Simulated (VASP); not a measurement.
# SH2 in VASP: further runs

SH2 is run at these levels: PBE+D3(BJ), PBE; tasks: single point.

Program: VASP 6.6.1. These are calculated values, not measurements. Logs are shortened: lines on timing, memory, paths and dates and some standing lists are left out, and cuts for length are marked.

**1. The cell of the first run**

The cell holds a molecule in a box, 3 atoms: a = 12.326 Å, b = 12.826 Å, c = 13.326 Å, α = 90.00°, β = 90.00°, γ = 90.00°.

**2. Single point, PBE+D3(BJ)**

INCAR reads:

```
SYSTEM = H2S
  ALGO = Normal
  EDIFF = 1E-6
  ENCUT = 400
  GGA = PE
  GGA_COMPAT = .FALSE.
  ISIF = 2
  ISMEAR = 0
  IVDW = 12
  LASPH = .TRUE.
  LCHARG = .FALSE.
  LREAL = .FALSE.
  LWAVE = .FALSE.
  NBANDS = 11
  NELM = 120
  NELMDL = -8
  PREC = Accurate
  SIGMA = 0.005
```

KPOINTS reads:

```
k-points
0
G
  1 1 1
  0 0 0
```

POSCAR reads:

```
H2S
1.0
   12.3255669104      0.0000000000      0.0000000000
    0.0000000000     12.8255669104      0.0000000000
    0.0000000000      0.0000000000     13.3255669104
S H
1 2
Direct
    0.5294691547      0.5110600716      0.4594833136
    0.5162436291      0.4312875927      0.5244762626
    0.4663475962      0.5742980557      0.5158113338
```

Potentials or basis: VASP PAW PBE potentials, release 64 (S, H).

Started as:

```sh
$ cat potpaw_PBE.64/S/POTCAR potpaw_PBE.64/H/POTCAR > POTCAR
$ mpirun -np 1 vasp_gam > vasp.out
```

OUTCAR:

```text
SYSTEM = H2S
   EDIFF = 1E-6
   ENCUT = 400
   GGA = PE
   ISIF = 2
   ISMEAR = 0
   IVDW = 12
   LASPH = .TRUE.
   LREAL = .FALSE.
   NELM = 120
   NELMDL = -8
   PREC = Accurate
 IVDW          = 12

 ion  position               nearest neighbor table
   1  0.529  0.511  0.459-   2 1.35   3 1.35
   2  0.516  0.431  0.524-   1 1.35
   3  0.466  0.574  0.516-   1 1.35

  LATTYP: Found a simple orthorhombic cell.
 ALAT       =    12.3255669104
 B/A-ratio  =     1.0405660854
 C/A-ratio  =     1.0811321708

  Lattice vectors:

 A1 = (  12.3255669104,   0.0000000000,   0.0000000000)
 A2 = (   0.0000000000,  12.8255669104,   0.0000000000)
 A3 = (   0.0000000000,   0.0000000000,  13.3255669104)

Analysis of symmetry for initial positions (statically):
=====================================================================
 Subroutine PRICEL returns:
 Original cell was already a primitive cell.

 Routine SETGRP: Setting up the symmetry group for a
 simple orthorhombic supercell.

 Subroutine GETGRP returns: Found  1 space group operations
 (whereof  1 operations were pure point group operations)
 out of a pool of  8 trial point group operations.

The static configuration has the point symmetry C_1 .

Analysis of symmetry for dynamics (positions and initial velocities):
=====================================================================
 Subroutine PRICEL returns:
 Original cell was already a primitive cell.

 Routine SETGRP: Setting up the symmetry group for a
 simple orthorhombic supercell.

 Subroutine GETGRP returns: Found  1 space group operations
 (whereof  1 operations were pure point group operations)
 out of a pool of  8 trial point group operations.

The dynamic configuration has the point symmetry C_1 .

 Subroutine INISYM returns: Found  1 space group operations
 (whereof  1 operations are pure point group operations),
 and found     1 'primitive' translations

----------------------------------------------------------------------------------------

                                     Primitive cell

  volume of cell :    2106.5374

  direct lattice vectors                    reciprocal lattice vectors
    12.325566910  0.000000000  0.000000000     0.081132171  0.000000000  0.000000000
     0.000000000 12.825566910  0.000000000     0.000000000  0.077969263  0.000000000
     0.000000000  0.000000000 13.325566910     0.000000000  0.000000000  0.075043712

  length of vectors
    12.325566910 12.825566910 13.325566910     0.081132171  0.077969263  0.075043712

  position of ions in fractional coordinates (direct lattice)
     0.529469155  0.511060072  0.459483314
     0.516243629  0.431287593  0.524476263
     0.466347596  0.574298056  0.515811334

  ion indices of the primitive-cell ions
   primitive index   ion index
                 1           1
                 2           2
                 3           3

----------------------------------------------------------------------------------------

 KPOINTS: k-points

Automatic generation of k-mesh.
 Grid dimensions read from file:
 generate k-points for:    1    1    1

 Generating k-lattice:

  Cartesian coordinates                     Fractional coordinates (reciprocal lattice)
     0.081132171  0.000000000  0.000000000     1.000000000  0.000000000  0.000000000
     0.000000000  0.077969263  0.000000000     0.000000000  1.000000000  0.000000000
     0.000000000  0.000000000  0.075043712     0.000000000  0.000000000  1.000000000

  Length of vectors
     0.081132171  0.077969263  0.075043712

  Shift w.r.t. Gamma in fractional coordinates (k-lattice)
     0.000000000  0.000000000  0.000000000

 Subroutine IBZKPT returns following result:
 ===========================================

 Found      1 irreducible k-points:

 Following reciprocal coordinates:
            Coordinates               Weight
  0.000000  0.000000  0.000000      1.000000
   k-points           NKPTS =      1   k-points in BZ     NKDIM =      1   number of bands    NBANDS=     11
   number of dos      NEDOS =    301   number of ions     NIONS =      3
   total plane-waves  NPLWV = 604800
   dimension x,y,z NGX =    80 NGY =   84 NGZ =   90
   dimension x,y,z NGXF=   160 NGYF=  168 NGZF=  180
   ions per type =               1   2
   NGX,Y,Z   is equivalent  to a cutoff of  10.79, 10.89, 11.23 a.u.
   NGXF,Y,Z  is equivalent  to a cutoff of  21.58, 21.78, 22.46 a.u.
 SYSTEM =  H2S
   PREC   = accura    normal or accurate (medium, high low for compatibility)
   ISTART =      0    job   : 0-new  1-cont  2-samecut
   ICHARG =      2    charge: 1-file 2-atom 10-const
   ISPIN  =      1    spin polarized calculation?
   LNONCOLLINEAR =      F non collinear calculations
   LSORBIT =      F    spin-orbit coupling
   LASPH  =      T    aspherical Exc in radial PAW
   ENCUT  =  400.0 eV  29.40 Ry    5.42 a.u.  20.10 20.92 21.73*2*pi/ulx,y,z
   NELM   =    120;   NELMIN=  2; NELMDL= -8     # of ELM steps
   EDIFF  = 0.1E-05   stopping-criterion for ELM
   LREAL  =      F    real-space projection
   EDIFFG = 0.1E-04   stopping-criterion for IOM
   NSW    =      0    number of steps for IOM
   IBRION =     -1    ionic relax: 0-MD 1-quasi-New 2-CG
   NFREE  =      0    steps in history (QN), initial steepest desc. (CG)
   ISIF   =      2    stress and relaxation
   ISYM   =      2    0-nonsym 1-usesym 2-fastsym
   POTIM  = 0.5000    time-step for ionic-motion
   TEBEG  =    0.0;   TEEND  =   0.0 temperature during run
   PSTRESS=    0.0 pullay stress
   NELECT =       8.0000    total number of electrons
   NUPDOWN=      -1.0000    fix difference up-down
   EMIN   =  10.00;   EMAX   =-10.00  energy-range for DOS
   EFERMI =   0.00;   METHOD = LEGACY
   ISMEAR =     0;   SIGMA  =   0.01  broadening in eV -4-tet -1-fermi 0-gaus
   EFERMI_NEDOS =   21; number of points for ismear=-14 and -15
   IALGO  =     38    algorithm
   IMIX   =      4    mixing-type and parameters
     AMIX     =   0.40;   BMIX     =  1.00
     AMIX_MAG =   1.60;   BMIX_MAG =  1.00
  volume/ion in A,a.u.               =     702.18      4738.54
  Fermi-wavevector in a.u.,A,eV,Ry     =   0.255416  0.482667  0.887609  0.065237
  Thomas-Fermi vector in A             =   1.077651
   LORBIT       =      0    0 simple, 1 ext, 2 COOP (PROOUT), +10 PAW based schemes
   GGA     = PE    functional components
   LHFCALC =     F    Hartree Fock is set to
   AEXX    =    0.0000 exact exchange contribution
   IVDW    =    12    specifies the selected vdW correction
   LEPSILON=     F    determine dielectric tensor
   LRPA    =     F    only Hartree local field effects (RPA)
 non-spin polarized calculation
 Gauss-broadening in eV      SIGMA  =   0.01
  energy-cutoff  :      400.00
  volume of cell :     2106.54
 maximum number of plane-waves:     19124
   NGX = 41   NGY = 41   NGZ = 43

 number of electron       8.0000004 magnetization

 Free energy of the ion-electron system (eV)
  ---------------------------------------------------
  ext. energy  EPLUGINS =         0.00000000
  ---------------------------------------------------
  free energy    TOTEN  =       -11.20409016 eV

  energy without entropy =      -11.20409016  energy(sigma->0) =      -11.20409016

 E-fermi :  -6.1148     XC(G=0):  -0.4097

 val. band max:       -6.1873964371   @ k =   0.0000   0.0000   0.0000
 cond. band min:      -0.8190025100   @ k =   0.0000   0.0000   0.0000
 fundamental gap:      5.3683939271
 Fermi energy:        -6.1148032329

 k-point     1 :       0.0000    0.0000    0.0000
  band No.  band energies     occupation
      1     -18.4004      2.00000
      2     -10.8170      2.00000
      3      -9.0036      2.00000
      4      -6.1874      2.00000
      5      -0.8190      0.00000
      6      -0.5648      0.00000
      7       0.2737      0.00000
      8       0.5863      0.00000
      9       0.6136      0.00000
     10       0.7469      0.00000
     11       0.7884      0.00000

------------------------ aborting loop because EDIFF is reached ----------------------------------------

 Edisp (eV)   -0.02193

 E8    (eV) :    -0.0065

  FORCE on cell =-STRESS in cart. coord.  units (eV):
  Direction    XX          YY          ZZ          XY          YZ          ZX
  --------------------------------------------------------------------------------------
  -------------------------------------------------------------------------------------
  Total      -0.14233    -0.15801    -0.14842     0.01882    -0.01013     0.01856
  in kB      -0.10825    -0.12018    -0.11288     0.01432    -0.00771     0.01412
  external pressure =       -0.11 kB  Pullay stress =        0.00 kB

 VOLUME and BASIS-vectors are now :
 -----------------------------------------------------------------------------
  energy-cutoff  :      400.00
  volume of cell :     2106.54
      direct lattice vectors                 reciprocal lattice vectors
    12.325566910  0.000000000  0.000000000     0.081132171  0.000000000  0.000000000
     0.000000000 12.825566910  0.000000000     0.000000000  0.077969263  0.000000000
     0.000000000  0.000000000 13.325566910     0.000000000  0.000000000  0.075043712

 POSITION                                       TOTAL-FORCE (eV/Angst)
 -----------------------------------------------------------------------------------
      6.52601      6.55464      6.12288        -0.026730      0.014924      0.034534
      6.36300      5.53151      6.98894         0.000518      0.016015     -0.010248
      5.74800      7.36570      6.87348         0.026212     -0.030939     -0.024286
 -----------------------------------------------------------------------------------
    total drift:                                0.000089      0.000284     -0.000140

  FREE ENERGIE OF THE ION-ELECTRON SYSTEM (eV)
  ---------------------------------------------------
  free  energy   TOTEN  =       -11.2260251277 eV

  energy  without entropy=      -11.2260251277  energy(sigma->0) =      -11.22602513
```

Run time: 79 s. Hardware: 1 thread of AMD EPYC 7R43 (Zen 3), shared host; peak memory 0.93 GiB.

What came out:

| Item | Value |
| --- | --- |
| Free energy | -11.2260 eV |
| Largest force | 0.047 eV/Å |
| Gap between the frontier levels | 5.37 eV |
| Dispersion energy per atom | -0.007 eV |

Forces in eV/Å, atoms in the order of the input:
```
S   -0.027  0.015  0.035
H    0.001  0.016 -0.010
H    0.026 -0.031 -0.024
```

Levels at points of the mesh, in eV from the valence-band top:
```csv
k point,band 1,band 2,band 3,band 4,band 5,band 6,band 7,band 8
"(0.00, 0.00, 0.00)",-12.21,-4.63,-2.82,0.00,5.37,5.62,6.46,6.77
```

**3. Single point, PBE**

INCAR reads:

```
PREC     = Accurate       # precision mode
ENCUT    = 400            # plane-wave cutoff, eV
EDIFF    = 1E-6           # SCF threshold, eV
ISMEAR   = 0              # smearing method
SIGMA    = 0.005          # smearing width, eV
LREAL    = F              # projectors in reciprocal space
LASPH    = T              # aspherical terms in the spheres
NELM     = 120            # most SCF steps
ALGO     = Normal         # electronic algorithm
ISIF     = 2              # what is computed and relaxed
LWAVE    = F              # write WAVECAR
LCHARG   = F              # write CHGCAR
GGA      = PE             # functional
NBANDS   = 11             # bands
GGA_COMPAT= F            
NELMDL   = -8
```

KPOINTS reads:

```
Automatic mesh
0
Gamma
  1 1 1
```

POSCAR reads:

```
H2S
1.0
   12.3255669104      0.0000000000      0.0000000000
    0.0000000000     12.8255669104      0.0000000000
    0.0000000000      0.0000000000     13.3255669104
S H
1 2
Direct
    0.5294691500      0.5110600700      0.4594833100
    0.5162436300      0.4312875900      0.5244762600
    0.4663476000      0.5742980600      0.5158113300
```

Potentials or basis: VASP PAW PBE potentials, release 64 (S, H).

Started as:

```sh
$ cat potpaw_PBE.64/S/POTCAR potpaw_PBE.64/H/POTCAR > POTCAR
$ mpirun -np 1 vasp_gam > vasp.out
```

Wall time 83 s (1 thread of AMD EPYC 7R43 (Zen 3), shared host); peak memory 0.93 GiB.

The run converged. Its results:

```yaml
Free_energy: -11.2041 eV
Largest_force: 0.047 eV/Å
Gap_between_the_frontier_levels: 5.37 eV
```

Forces in eV/Å, atoms in the order of the input:
```
S   -0.027  0.015  0.035
H    0.001  0.016 -0.010
H    0.026 -0.031 -0.024
```

Levels at points of the mesh, in eV from the valence-band top:
```csv
k point,band 1,band 2,band 3,band 4,band 5,band 6,band 7,band 8
"(0.00, 0.00, 0.00)",-12.21,-4.63,-2.82,0.00,5.37,5.62,6.46,6.77
```
